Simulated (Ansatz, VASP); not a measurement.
One calculation of Au, two programs

Contents of INCAR:

```
  ALGO = Normal
  EDIFF = 1E-6
  ENCUT = 520
  GGA = CA
  ISIF = 2
  ISMEAR = -1
  LASPH = True
  LCHARG = False
  LREAL = False
  LWAVE = False
  NBANDS = 18
  NELM = 60
  PREC = Accurate
  SIGMA = 0.05
```

KPOINTS

```
k-points
0
Gamma
  11 11 6
```

POSCAR

```
Au
1.0
    1.3922358705     -2.5213891550      0.0000000000
    1.3922358705      2.5213891550      0.0000000000
    0.0000000000      0.0000000000      4.8270375896
Au
2
Direct
    0.3346720300      0.6653279700      0.2500000000
    0.6653279700      0.3346720300      0.7500000000
```

input.yaml

```yaml
crystal:
  lattice:
    - [1.3922358705, -2.521389155, 0.0]
    - [1.3922358705, 2.521389155, 0.0]
    - [0.0, 0.0, 4.8270375896]
  atoms:
    - { symbol: Au, position: [0.33467203, 0.66532797, 0.25] }
    - { symbol: Au, position: [0.66532797, 0.33467203, 0.75] }
hamiltonian:
  xc: lda
  pseudopotentials: { kind: paw }
kpoints:
  mp_grid: { grid: [11, 11, 6] }
scf:
  occupations: { method: fermi_dirac, width: 0.05 }
output:
  forces: true
  stress: true
  eigenvalues: true
```

Alike in both runs: task single point; functional LDA; k mesh 11 × 11 × 6; occupations fermi-dirac, width 0.05 eV; no spin polarisation.

|  | VASP | Ansatz |
| --- | --- | --- |
| version | VASP 6.6.1 | Ansatz 0.2.0 |
| potentials or method | VASP PAW LDA potentials, release 64 (Au) | Ansatz PAW |
| plane-wave cutoff (eV) | 520 | 420 |
| valence electrons in the cell | 22 | 38 |

|  | VASP | Ansatz | Ansatz less VASP |
| --- | --- | --- | --- |
| gap on the k mesh at the Fermi level (eV) | none | none | - |
| pressure (GPa) | -3.0 | -3.4 | -0.45 |
| traceless stress, the component that is largest in VASP (GPa) | 3.17 | 3.06 | -0.102 |
| rms of the force components (eV/Å) | 0.017 | 0.016 | -0.0005 |

LDA's correlation is that of Perdew and Zunger in VASP and of Perdew and Wang (1992) in Ansatz. Atom by atom the forces differ by 0.000 eV/Å (rms over components). A gap of «none» marks a metal or a gap that the smearing closes. VASP's potentials hold 22 valence electrons a cell and Ansatz's 38, so a difference there can come from the potentials and not from the codes.

Spin-orbit coupling is off throughout.
